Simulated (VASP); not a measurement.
A run of VASP 6.6.1:

INCAR

```
SYSTEM = C
PREC = Accurate ; ENCUT = 520
EDIFF = 1E-7 ; ISMEAR = 0
SIGMA = 0.01 ; LREAL = .False.
LASPH = .True. ; NELM = 80
ALGO = Normal ; ISIF = 2
LWAVE = .False. ; LCHARG = .False.
GGA = PE ; NBANDS = 11
```

KPOINTS

```
Automatic mesh
0
Gamma
  6 6 6
  0 0 0
```

The input POSCAR:

```
C
1.0
    0.0130558426      1.7753787438      1.7753787438
    1.7753787438      0.0130558426      1.7753787438
    1.7753787438      1.7753787438      0.0130558426
C
2
Direct
    0.0000703803      0.0000703803      0.0000703803
    0.2499296197      0.2499296197      0.2499296197
```

Potentials or basis: VASP PAW PBE potentials, release 64 (C).

Launch:

```bash
$ cat potpaw_PBE.64/C/POTCAR > POTCAR
$ mpirun -np 1 vasp_std > vasp.out
```

Hardware: 1 thread of Intel Xeon 6975P-C, with other jobs on the host.

**Question.** How long does it take, and how much memory?

**Answer.** Wall time 3.8 s on 1 thread of Intel Xeon 6975P-C, on a shared host, peak memory 0.11 GiB. Counts: scf iterations 11, k points 32.
